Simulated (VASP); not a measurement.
# BeZn2Se3 in VASP: notebook

Runs on BeZn2Se3. Level: PBE. Tasks: single point.

All numbers are computed with VASP 6.6.1; they aren't measurements. Logs are shortened: lines on timing, memory, paths and dates and some standing lists are left out, and cuts for length are marked.

## (1) The cell of the first run

It takes space group I-4m2 (No. 119, tetragonal). The conventional cell has a = 3.736 Å, b = 3.736 Å, c = 16.162 Å, α = 90.00°, β = 90.00°, γ = 90.00°. Within 2.9 Å of Be (site symmetry -4m2) lie 4 Se at 2.19 Å. Zn (site symmetry 2mm) has 4 Se at 2.36 to 2.37 Å within 3.1 Å. Within 2.9 Å of Se (site symmetry 2mm) lie 2 Be at 2.19 Å and 2 Zn at 2.37 Å. Se (site symmetry -4m2) has 4 Zn at 2.36 Å within 3.1 Å.

## (2) Single point, PBE (18.80 Å³/atom)

Contents of INCAR:

```
SYSTEM = BeZn2Se3
ALGO = Normal
EDIFF = 1E-6
ENCUT = 520
GGA = PE
ISIF = 2
ISMEAR = 0
LASPH = .TRUE.
LCHARG = .FALSE.
LREAL = .FALSE.
LWAVE = .FALSE.
NBANDS = 31
NELM = 100
PREC = Accurate
SIGMA = 0.02
```

Contents of KPOINTS:

```
k-points
0
G
  10 10 10
  0 0 0
```

Contents of POSCAR:

```
BeZn2Se3
1.0
   -1.8680533681      1.8680533681      8.0810577016
    1.8680533681     -1.8680533681      8.0810577016
    1.8680533681      1.8680533681     -8.0810577016
Be Zn Se
1 2 3
Direct
    0.5000000000      0.5000000000      0.0000000000
    0.8390650525      0.8390650525      0.0000000000
    0.1609349475      0.1609349475      0.0000000000
    0.4289567835      0.9289567835      0.5000000000
    0.0710432165      0.5710432165      0.5000000000
    0.7500000000      0.2500000000      0.5000000000
```

Potentials or basis: VASP PAW PBE potentials, release 64 (Be, Zn, Se).

Started as:

```
cat potpaw_PBE.64/Be/POTCAR potpaw_PBE.64/Zn/POTCAR potpaw_PBE.64/Se/POTCAR > POTCAR
mpirun -np 1 vasp_std > vasp.out
```

OUTCAR:

```text
SYSTEM = BeZn2Se3
   EDIFF = 1E-6
   ENCUT = 520
   GGA = PE
   ISIF = 2
   ISMEAR = 0
   LASPH = .TRUE.
   LREAL = .FALSE.
   NELM = 100
   PREC = Accurate

 ion  position               nearest neighbor table
   1  0.500  0.500  0.000-   5 2.19   4 2.19   5 2.19   4 2.19
   2  0.839  0.839  0.000-   6 2.36   6 2.36   4 2.37   4 2.37
   3  0.161  0.161  0.000-   6 2.36   6 2.36   5 2.37   5 2.37
   4  0.429  0.929  0.500-   1 2.19   1 2.19   2 2.37   2 2.37
   5  0.071  0.571  0.500-   1 2.19   1 2.19   3 2.37   3 2.37
   6  0.750  0.250  0.500-   2 2.36   3 2.36   2 2.36   3 2.36

  LATTYP: Found a body centered tetragonal cell.
 ALAT       =     3.7361067362
 C/A-ratio  =     4.3259244300

  Lattice vectors:

 A1 = (  -1.8680533681,   1.8680533681,   8.0810577016)
 A2 = (   1.8680533681,  -1.8680533681,   8.0810577016)
 A3 = (   1.8680533681,   1.8680533681,  -8.0810577016)

Analysis of symmetry for initial positions (statically):
=====================================================================
 Subroutine PRICEL returns:
 Original cell was already a primitive cell.

 Routine SETGRP: Setting up the symmetry group for a
 body centered tetragonal supercell.

 Subroutine GETGRP returns: Found  8 space group operations
 (whereof  8 operations were pure point group operations)
 out of a pool of 16 trial point group operations.

The static configuration has the point symmetry D_2d.

Analysis of symmetry for dynamics (positions and initial velocities):
=====================================================================
 Subroutine PRICEL returns:
 Original cell was already a primitive cell.

 Routine SETGRP: Setting up the symmetry group for a
 body centered tetragonal supercell.

 Subroutine GETGRP returns: Found  8 space group operations
 (whereof  8 operations were pure point group operations)
 out of a pool of 16 trial point group operations.

The dynamic configuration has the point symmetry D_2d.

 Subroutine INISYM returns: Found  8 space group operations
 (whereof  8 operations are pure point group operations),
 and found     1 'primitive' translations

----------------------------------------------------------------------------------------

                                     Primitive cell

  volume of cell :     112.7994

  direct lattice vectors                    reciprocal lattice vectors
    -1.868053368  1.868053368  8.081057702     0.000000000  0.267658306  0.061873089
[... 97 lines left out ...]
   NSW    =      0    number of steps for IOM
   IBRION =     -1    ionic relax: 0-MD 1-quasi-New 2-CG
   NFREE  =      0    steps in history (QN), initial steepest desc. (CG)
   ISIF   =      2    stress and relaxation
   ISYM   =      2    0-nonsym 1-usesym 2-fastsym
   POTIM  = 0.5000    time-step for ionic-motion
   TEBEG  =    0.0;   TEEND  =   0.0 temperature during run
   PSTRESS=    0.0 pullay stress
   NELECT =      44.0000    total number of electrons
   NUPDOWN=      -1.0000    fix difference up-down
   EMIN   =  10.00;   EMAX   =-10.00  energy-range for DOS
   EFERMI =   0.00;   METHOD = LEGACY
   ISMEAR =     0;   SIGMA  =   0.02  broadening in eV -4-tet -1-fermi 0-gaus
   EFERMI_NEDOS =   21; number of points for ismear=-14 and -15
   IALGO  =     38    algorithm
   IMIX   =      4    mixing-type and parameters
     AMIX     =   0.40;   BMIX     =  1.00
     AMIX_MAG =   1.60;   BMIX_MAG =  1.00
  volume/ion in A,a.u.               =      18.80       126.87
  Fermi-wavevector in a.u.,A,eV,Ry     =   1.196162  2.260419 19.467276  1.430804
  Thomas-Fermi vector in A             =   2.332110
   LORBIT       =      0    0 simple, 1 ext, 2 COOP (PROOUT), +10 PAW based schemes
   GGA     = PE    functional components
   LHFCALC =     F    Hartree Fock is set to
   AEXX    =    0.0000 exact exchange contribution
   IVDW    =     0    specifies the selected vdW correction
   LEPSILON=     F    determine dielectric tensor
   LRPA    =     F    only Hartree local field effects (RPA)
 non-spin polarized calculation
 Gauss-broadening in eV      SIGMA  =   0.02
  energy-cutoff  :      520.00
  volume of cell :      112.80
 maximum number of plane-waves:      3058
   NGX = 31   NGY = 31   NGZ = 31

 number of electron      44.0000002 magnetization

 Free energy of the ion-electron system (eV)
  ---------------------------------------------------
  ext. energy  EPLUGINS =         0.00000000
  ---------------------------------------------------
  free energy    TOTEN  =       -20.28033945 eV

  energy without entropy =      -20.28033945  energy(sigma->0) =      -20.28033945

 E-fermi :   3.3385     XC(G=0):  -9.8339

 val. band max:        3.1784720921   @ k =   0.0000   0.0000   0.0000
 cond. band min:       5.5878048407   @ k =   0.0000   0.0000   0.0000
 fundamental gap:      2.4093327486
 Fermi energy:         3.3384711967

 k-point     1 :       0.0000    0.0000    0.0000
  band No.  band energies     occupation
      1     -11.0738      2.00000
      2     -10.1124      2.00000
      3      -9.7732      2.00000
      4      -3.9453      2.00000
      5      -3.7865      2.00000
      6      -3.7745      2.00000
[... 805 lines left out ...]
     30      10.6464      0.00000
     31      11.1821      0.00000

 [... further k-points ...]

------------------------ aborting loop because EDIFF is reached ----------------------------------------

  FORCE on cell =-STRESS in cart. coord.  units (eV):
  Direction    XX          YY          ZZ          XY          YZ          ZX
  --------------------------------------------------------------------------------------
  -------------------------------------------------------------------------------------
  Total        7.6125397      7.6125397      7.6749757      0.0000000      0.0000000      0.0000000
  in kB      108.1268119    108.1268119    109.0136376      0.0000000      0.0000000      0.0000000
  external PRESSURE =     108.4224204 kB  Pullay stress =       0.0000000 kB

 VOLUME and BASIS-vectors are now :
 -----------------------------------------------------------------------------
  energy-cutoff  :      520.00
  volume of cell :      112.80
      direct lattice vectors                 reciprocal lattice vectors
    -1.868053368  1.868053368  8.081057702     0.000000000  0.267658306  0.061873089
     1.868053368 -1.868053368  8.081057702     0.267658306  0.000000000  0.061873089
     1.868053368  1.868053368 -8.081057702     0.267658306  0.267658306  0.000000000

 POSITION                                       TOTAL-FORCE (eV/Angst)
 -----------------------------------------------------------------------------------
      0.00000      0.00000      8.08106         0.000000     -0.000000     -0.000000
      0.00000      0.00000     13.56107         0.000000     -0.000000     -0.002278
      0.00000      0.00000      2.60105         0.000000     -0.000000      0.002278
      1.86805     -0.00000      6.93285        -0.000000      0.000000      0.019101
      1.86805      0.00000      1.14821        -0.000000      0.000000     -0.019101
      0.00000      1.86805      4.04053         0.000000     -0.000000     -0.000000
 -----------------------------------------------------------------------------------
    total drift:                                0.000001     -0.000001      0.000000

  FREE ENERGIE OF THE ION-ELECTRON SYSTEM (eV)
  ---------------------------------------------------
  free  energy   TOTEN  =       -20.2803394463 eV

  energy  without entropy=      -20.2803394463  energy(sigma->0) =      -20.28033945
```

Wall time 17 min (1 thread of Intel Xeon Platinum 8259CL at 2.50GHz (Skylake/Cascade Lake), shared host); peak memory 0.74 GiB.

What came out:

| Quantity | Value |
| --- | --- |
| Free energy | -20.2803 eV |
| Pressure | 10.8 GPa |
| Largest force | 0.019 eV/Å |
| Band gap on the k mesh | 2.41 eV |

Forces in eV/Å, atoms in the order of the input:
```
Be   0.000  0.000  0.000
Zn   0.000  0.000 -0.002
Zn   0.000  0.000  0.002
Se   0.000  0.000  0.019
Se   0.000  0.000 -0.019
Se   0.000  0.000  0.000
```

Caveat: the cell stands under pressure.

## (3) Single point, PBE

This run uses another cell than the first one: it holds 12 atoms, not 6.

Contents of INCAR:

```
SYSTEM = BeZn2Se3
  PREC = Accurate
  ENCUT = 520
  EDIFF = 1E-6
  ISMEAR = 0
  SIGMA = 0.1
  LREAL = .False.
  LASPH = .True.
  NELM = 80
  ALGO = Normal
  ISIF = 2
  LWAVE = .False.
  LCHARG = .False.
  GGA = PE
  NBANDS = 56
```

Contents of KPOINTS:

```
Automatic mesh
0
Gamma
  4 2 4
  0 0 0
```

Contents of POSCAR:

```
BeZn2Se3
1.0
    3.9184231208     -0.0009780311      0.0015251381
    0.0019123118     -7.8348923191     -0.0004900199
   -1.9629763775      1.9584661070     -8.3613037235
Be Zn Se
2 4 6
Direct
    0.5006989050      0.7500088105     -0.0000226665
    0.4996171413      0.2499921643      0.0000347876
    0.1595872949      0.5807940871      0.3228483959
    0.1621831297      0.0806912948      0.3227450441
    0.8386331504      0.9192655837      0.6771945862
    0.8391902294      0.4193166457      0.6772680663
    0.0722169436      0.7858865940      0.1434191139
    0.0713824989      0.2858953063      0.1434445044
    0.4281073298      0.9640966202      0.8564966640
    0.4289224262      0.4641669331      0.8565828971
    0.7487041309      0.6249215477      0.4999402586
    0.7507568199      0.1249644127      0.5000483481
```

Potentials or basis: VASP PAW PBE potentials, release 64 (Be, Zn, Se).

Started as:

```
cat potpaw_PBE.64/Be/POTCAR potpaw_PBE.64/Zn/POTCAR potpaw_PBE.64/Se/POTCAR > POTCAR
mpirun -np 1 vasp_std > vasp.out
```

It took 5.9 min on 1 thread of Intel Xeon Platinum 8259CL at 2.50GHz (Skylake/Cascade Lake), shared host; peak memory 0.46 GiB.

It converged, with:

* Free energy: -41.3922 eV
* Pressure: 0.2 GPa
* Largest force: 0.023 eV/Å
* Band gap on the k mesh: 1.83 eV

Forces on the atoms (eV/Å):
```
Be  -0.006  0.000 -0.001
Be   0.002  0.000  0.001
Zn   0.008  0.002  0.022
Zn  -0.006  0.000  0.013
Zn  -0.007  0.003 -0.018
Zn  -0.003  0.002 -0.017
Se   0.001  0.001 -0.005
Se   0.002 -0.001 -0.006
Se   0.007 -0.002  0.003
Se  -0.003  0.001  0.006
Se   0.001 -0.003 -0.004
Se   0.004 -0.004  0.005
```

Levels at points of the mesh, in eV from the valence-band top:
```tsv
k point	band 42	band 43	band 44	band 45	band 46	band 47
(0.00, 0.00, 0.00)	-0.21	0.00	0.00	1.83	2.78	2.93
(0.50, 0.00, 0.00)	-0.95	-0.75	-0.63	2.79	2.86	3.36
(0.00, 0.50, 0.00)	-0.88	-0.23	-0.23	3.29	3.29	3.56
(0.50, 0.50, 0.00)	-1.64	-1.47	-1.47	3.48	3.48	3.99
(0.00, 0.00, 0.50)	-0.64	-0.54	-0.53	2.64	2.79	3.59
(0.50, 0.00, 0.50)	-0.95	-0.75	-0.63	2.78	2.87	3.36
(0.00, 0.50, 0.50)	-0.56	-0.43	-0.42	2.92	2.92	3.39
(0.50, 0.50, 0.50)	-1.64	-1.47	-1.47	3.48	3.49	3.98
```
